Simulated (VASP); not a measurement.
Sr, 2 atoms in the cell. Symmetry: Cmcm, No. 63, orthorhombic system. The conventional cell has a = 4.390 Å, b = 7.106 Å, c = 6.715 Å, α = 90.00°, β = 90.00°, γ = 90.00°. Sr (site symmetry m2m) has 12 Sr at 4.11 to 4.39 Å within 5.4 Å. 

```yaml
Program: VASP 6.6.1
Task: single point
Functional: LDA
Potentials_or_basis: VASP PAW LDA potentials, release 64 (Sr_sv)
Cutoff: 520 eV
k_mesh: 12 × 12 × 8
Occupations: gaussian, width 0.15 eV
Spin: no spin polarisation
Dipole_correction: no
Further_INCAR_settings: ALGO = Fast; EDIFF = 1e-06; NBANDS = 17
```

Potentials or basis: VASP PAW LDA potentials, release 64 (Sr_sv).

Launch:

```bash
$ cat potpaw_LDA.64/Sr_sv/POTCAR > POTCAR
$ mpirun -np 1 vasp_std > vasp.out
```

Hardware: 1 thread of AMD EPYC 9R45 96-Core Processor (Zen 5), on a shared host.

Q: How long does it take, and how much memory?

A: It took 2.8 min on 1 thread of AMD EPYC 9R45 96-Core Processor (Zen 5), with other jobs on the host, peak memory 0.4 GiB. Counts: scf iterations 13, k points 215.
